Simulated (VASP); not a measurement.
# Au (Pm-3m) in VASP: settings compared, part 3 of 3

VASP 6.6.1.

### 6 Single point, PBE+D3(BJ)

This run uses another cell than the first one, of 19.99 Å³/atom, 0.963 times its volume.

INCAR reads:

```
SYSTEM = Au
ALGO = Normal
EDIFF = 1E-6
ENCUT = 520
GGA = PE
ISIF = 2
ISMEAR = -1
IVDW = 12
LASPH = .TRUE.
LCHARG = .FALSE.
LREAL = .FALSE.
LWAVE = .FALSE.
NBANDS = 12
NELM = 60
PREC = Accurate
SIGMA = 0.05
```

KPOINTS reads:

```
k-points
0
G
  10 10 10
  0 0 0
```

POSCAR reads:

```
Au
1.0
    2.7138434343      0.0000000000      0.0000000000
    0.0000000000      2.7138434343      0.0000000000
    0.0000000000      0.0000000000      2.7138434343
Au
1
Direct
    0.5000000000      0.5000000000      0.5000000000
```

Potentials or basis: VASP PAW PBE potentials, release 64 (Au).

On the command line:

```sh
cat potpaw_PBE.64/Au/POTCAR > POTCAR
mpirun -np 1 vasp_std > vasp.out
```

OUTCAR:

```text
SYSTEM = Au
   EDIFF = 1E-6
   ENCUT = 520
   GGA = PE
   ISIF = 2
   ISMEAR = -1
   IVDW = 12
   LASPH = .TRUE.
   LREAL = .FALSE.
   NELM = 60
   PREC = Accurate
 IVDW          = 12

 ion  position               nearest neighbor table
   1  0.500  0.500  0.500-

  LATTYP: Found a simple cubic cell.
 ALAT       =     2.7138434343

  Lattice vectors:

 A1 = (   2.7138434343,   0.0000000000,   0.0000000000)
 A2 = (   0.0000000000,   2.7138434343,   0.0000000000)
 A3 = (   0.0000000000,   0.0000000000,   2.7138434343)

Analysis of symmetry for initial positions (statically):
=====================================================================
 Subroutine PRICEL returns:
 Original cell was already a primitive cell.

 Routine SETGRP: Setting up the symmetry group for a
 simple cubic supercell.

 Subroutine GETGRP returns: Found 48 space group operations
[... 9 lines left out ...]

 Routine SETGRP: Setting up the symmetry group for a
 simple cubic supercell.

 Subroutine GETGRP returns: Found 48 space group operations
[... 11 lines left out ...]
                                     Primitive cell

  volume of cell :      19.9873

  direct lattice vectors                    reciprocal lattice vectors
     2.713843434  0.000000000  0.000000000     0.368481095  0.000000000  0.000000000
     0.000000000  2.713843434  0.000000000     0.000000000  0.368481095  0.000000000
     0.000000000  0.000000000  2.713843434     0.000000000  0.000000000  0.368481095

  length of vectors
     2.713843434  2.713843434  2.713843434     0.368481095  0.368481095  0.368481095

  position of ions in fractional coordinates (direct lattice)
     0.500000000  0.500000000  0.500000000

  ion indices of the primitive-cell ions
   primitive index   ion index
                 1           1

----------------------------------------------------------------------------------------

 KPOINTS: k-points

Automatic generation of k-mesh.
 Grid dimensions read from file:
 generate k-points for:   10   10   10

 Generating k-lattice:

  Cartesian coordinates                     Fractional coordinates (reciprocal lattice)
     0.036848109  0.000000000  0.000000000     0.100000000  0.000000000  0.000000000
     0.000000000  0.036848109  0.000000000     0.000000000  0.100000000  0.000000000
     0.000000000  0.000000000  0.036848109     0.000000000  0.000000000  0.100000000

  Length of vectors
     0.036848109  0.036848109  0.036848109

  Shift w.r.t. Gamma in fractional coordinates (k-lattice)
     0.000000000  0.000000000  0.000000000

 Subroutine IBZKPT returns following result:
 ===========================================

 Found     56 irreducible k-points:

 Following reciprocal coordinates:
            Coordinates               Weight
  0.000000  0.000000  0.000000      1.000000
  0.100000  0.000000  0.000000      6.000000
  0.200000  0.000000  0.000000      6.000000
  0.300000  0.000000  0.000000      6.000000
  0.400000  0.000000  0.000000      6.000000
  0.500000  0.000000  0.000000      3.000000
[... 16 lines left out ...]
  0.200000  0.100000  0.100000     24.000000
  0.300000  0.100000  0.100000     24.000000
 [... further k-points ...]
   k-points           NKPTS =     56   k-points in BZ     NKDIM =     56   number of bands    NBANDS=     12
   number of dos      NEDOS =    301   number of ions     NIONS =      1
   total plane-waves  NPLWV =   8000
   dimension x,y,z NGX =    20 NGY =   20 NGZ =   20
   dimension x,y,z NGXF=    40 NGYF=   40 NGZF=   40
   ions per type =               1
   NGX,Y,Z   is equivalent  to a cutoff of  12.25, 12.25, 12.25 a.u.
   NGXF,Y,Z  is equivalent  to a cutoff of  24.50, 24.50, 24.50 a.u.
 SYSTEM =  Au
   PREC   = accura    normal or accurate (medium, high low for compatibility)
   ISTART =      0    job   : 0-new  1-cont  2-samecut
   ICHARG =      2    charge: 1-file 2-atom 10-const
   ISPIN  =      1    spin polarized calculation?
   LNONCOLLINEAR =      F non collinear calculations
   LSORBIT =      F    spin-orbit coupling
   LASPH  =      T    aspherical Exc in radial PAW
   ENCUT  =  520.0 eV  38.22 Ry    6.18 a.u.   5.05  5.05  5.05*2*pi/ulx,y,z
   NELM   =     60;   NELMIN=  2; NELMDL= -5     # of ELM steps
   EDIFF  = 0.1E-05   stopping-criterion for ELM
   LREAL  =      F    real-space projection
   EDIFFG = 0.1E-04   stopping-criterion for IOM
   NSW    =      0    number of steps for IOM
   IBRION =     -1    ionic relax: 0-MD 1-quasi-New 2-CG
   NFREE  =      0    steps in history (QN), initial steepest desc. (CG)
   ISIF   =      2    stress and relaxation
   ISYM   =      2    0-nonsym 1-usesym 2-fastsym
   POTIM  = 0.5000    time-step for ionic-motion
   TEBEG  =    0.0;   TEEND  =   0.0 temperature during run
   PSTRESS=    0.0 pullay stress
   NELECT =      11.0000    total number of electrons
   NUPDOWN=      -1.0000    fix difference up-down
   EMIN   =  10.00;   EMAX   =-10.00  energy-range for DOS
   EFERMI =   0.00;   METHOD = LEGACY
   ISMEAR =    -1;   SIGMA  =   0.05  broadening in eV -4-tet -1-fermi 0-gaus
   EFERMI_NEDOS =   21; number of points for ismear=-14 and -15
   IALGO  =     38    algorithm
   IMIX   =      4    mixing-type and parameters
     AMIX     =   0.40;   BMIX     =  1.00
     AMIX_MAG =   1.60;   BMIX_MAG =  1.00
  volume/ion in A,a.u.               =      19.99       134.88
  Fermi-wavevector in a.u.,A,eV,Ry     =   1.341593  2.535244 24.488760  1.799873
  Thomas-Fermi vector in A             =   2.469815
   LORBIT       =      0    0 simple, 1 ext, 2 COOP (PROOUT), +10 PAW based schemes
   GGA     = PE    functional components
   LHFCALC =     F    Hartree Fock is set to
   AEXX    =    0.0000 exact exchange contribution
   IVDW    =    12    specifies the selected vdW correction
   LEPSILON=     F    determine dielectric tensor
   LRPA    =     F    only Hartree local field effects (RPA)
 non-spin polarized calculation
  energy-cutoff  :      520.00
  volume of cell :       19.99
 maximum number of plane-waves:       554
   NGX = 11   NGY = 11   NGZ = 11

 number of electron      10.9999997 magnetization

 Free energy of the ion-electron system (eV)
  ---------------------------------------------------
  ext. energy  EPLUGINS =         0.00000000
  ---------------------------------------------------
  free energy    TOTEN  =        -3.00209613 eV

  energy without entropy =       -2.99833573  energy(sigma->0) =       -3.00021593

 E-fermi :   6.7708     XC(G=0): -11.6409

 val. band max:        6.6649288262   @ k =   0.4000   0.3000   0.0000
 cond. band min:       6.8151598141   @ k =   0.5000   0.1000   0.0000
 fundamental gap:      0.1502309879
 Fermi energy:         6.7707963825

 k-point     1 :       0.0000    0.0000    0.0000
  band No.  band energies     occupation
      1      -1.2840      2.00000
      2       0.9189      2.00000
      3       0.9189      2.00000
      4       5.3481      2.00000
      5       5.3481      2.00000
      6       5.3481      2.00000
      7      20.8325      0.00000
      8      20.8325      0.00000
      9      20.8325      0.00000
     10      25.8286      0.00000
     11      28.3060      0.00000
     12      28.3060      0.00000

 k-point     2 :       0.1000    0.0000    0.0000
  band No.  band energies     occupation
      1      -1.0386      2.00000
      2       0.9572      2.00000
      3       1.1212      2.00000
      4       5.1801      2.00000
      5       5.1801      2.00000
      6       5.3616      2.00000
      7      19.0534      0.00000
      8      21.2418      0.00000
      9      21.2418      0.00000
     10      26.6389      0.00000
     11      27.4591      0.00000
     12      29.5944      0.00000
[... 301 lines left out ...]
 k-point    23 :       0.2000    0.1000    0.1000
  band No.  band energies     occupation
      1       0.0918      2.00000
      2       1.3724      2.00000
      3       1.9096      2.00000
      4       4.5998      2.00000
      5       4.6116      2.00000
      6       5.0697      2.00000
      7      16.7603      0.00000
      8      20.4315      0.00000
      9      21.0504      0.00000
     10      27.1488      0.00000
     11      29.5177      0.00000
     12      31.3813      0.00000

 k-point    24 :       0.3000    0.1000    0.1000
  band No.  band energies     occupation
      1       0.7347      2.00000
      2       1.5053      2.00000
      3       2.9614      2.00000
      4       4.1018      2.00000
      5       4.4183      2.00000
      6       5.1245      2.00000
      7      13.8142      0.00000
      8      21.5601      0.00000
      9      22.2451      0.00000
     10      25.9319      0.00000
     11      28.7097      0.00000
     12      31.2898      0.00000

 [... further k-points ...]

------------------------ aborting loop because EDIFF is reached ----------------------------------------

 Edisp (eV)   -0.57169

 E8    (eV) :    -0.2589

  FORCE on cell =-STRESS in cart. coord.  units (eV):
  Direction    XX          YY          ZZ          XY          YZ          ZX
  --------------------------------------------------------------------------------------
  -------------------------------------------------------------------------------------
  Total      -0.01959    -0.01959    -0.01959    -0.00000    -0.00000    -0.00000
  in kB      -1.57002    -1.57002    -1.57002    -0.00000    -0.00000    -0.00000
  external pressure =       -1.57 kB  Pullay stress =        0.00 kB

 VOLUME and BASIS-vectors are now :
 -----------------------------------------------------------------------------
  energy-cutoff  :      520.00
  volume of cell :       19.99
      direct lattice vectors                 reciprocal lattice vectors
     2.713843434  0.000000000  0.000000000     0.368481095  0.000000000  0.000000000
     0.000000000  2.713843434  0.000000000     0.000000000  0.368481095  0.000000000
     0.000000000  0.000000000  2.713843434     0.000000000  0.000000000  0.368481095

 POSITION                                       TOTAL-FORCE (eV/Angst)
 -----------------------------------------------------------------------------------
      1.35692      1.35692      1.35692         0.000000      0.000000      0.000000
 -----------------------------------------------------------------------------------
    total drift:                               -0.000000      0.000000     -0.000000

  FREE ENERGIE OF THE ION-ELECTRON SYSTEM (eV)
  ---------------------------------------------------
  free  energy   TOTEN  =        -3.5737902894 eV

  energy  without entropy=       -3.5700298828  energy(sigma->0) =       -3.57191009
```

stdout:

```text
POSCAR found type information on POSCAR Au
 POSCAR found :  1 types and       1 ions
 scaLAPACK will be used
 LDA part: xc-table for (Slater+PW92), standard interpolation
 POSCAR, INCAR and KPOINTS ok, starting setup
 FFT: planning ... GRIDC
 FFT: planning ... GRID_SOFT
 FFT: planning ... GRID
 WAVECAR not read
 entering main loop
```

It took 7.6 s on 1 thread of Intel Xeon 6975P-C, shared host; peak memory 0.14 GiB.

What came out:

| Property | Result |
| --- | --- |
| Free energy | -3.5738 eV |
| Pressure | -0.2 GPa |
| Dispersion energy per atom | -0.572 eV |

Levels at points of the mesh, in eV from the Fermi level:
| k point | band 1 | band 2 | band 3 | band 4 | band 5 | band 6 | band 7 | band 8 | band 9 | band 10 |
| --- | --- | --- | --- | --- | --- | --- | --- | --- | --- | --- |
| (0.00, 0.00, 0.00) | -8.05 | -5.85 | -5.85 | -1.42 | -1.42 | -1.42 | 14.06 | 14.06 | 14.06 | 19.06 |
| (0.50, 0.00, 0.00) | -5.91 | -5.43 | -2.95 | -2.95 | -1.28 | -0.57 | 2.23 | 16.39 | 18.65 | 19.33 |
| (0.50, 0.50, 0.00) | -5.81 | -5.06 | -2.68 | -2.68 | -0.21 | 3.85 | 3.85 | 6.75 | 11.68 | 20.70 |
| (0.50, 0.50, 0.50) | -5.10 | -5.10 | -5.10 | -0.11 | -0.11 | 8.60 | 8.60 | 8.60 | 10.11 | 12.79 |

Caveat: spin-orbit coupling is left out, which moves the levels of the heavy elements; pairwise dispersion overbinds metals, which lowers pressure and volume.

### 7 The runs side by side

| level | cell | smearing | gap on the mesh (eV) | pressure (GPa) |
| --- | --- | --- | --- | --- |
| PBE | a = 2.748 Å, 1 atom | gaussian 0.023 eV | none | 0.1 |
| RPBE+D3(BJ) | a = 2.584 Å, 1 atom | fermi-dirac 0.05 eV | none | -0.4 |
| PBEsol+D3(BJ) | a = 2.662 Å, 1 atom | fermi-dirac 0.05 eV | none | -0.2 |
| PBEsol+D4 | a = 2.675 Å, 1 atom | fermi-dirac 0.05 eV | none | -0.2 |
| PBE+D3(BJ) | a = 2.714 Å, 1 atom | fermi-dirac 0.05 eV | none | -0.2 |

Alike in all rows: task single point; potentials or basis VASP PAW PBE potentials, release 64 (Au); no spin polarisation; k mesh 10 × 10 × 10; cutoff (eV) 520.

Caveats: spin-orbit coupling is left out, which moves the levels of the heavy elements; pairwise dispersion overbinds metals, which lowers pressure and volume (some runs); the PAW data sets were made with another functional, which shifts forces and pressure a little (some runs).

Absolute energies hang on the potentials; compare differences alone.
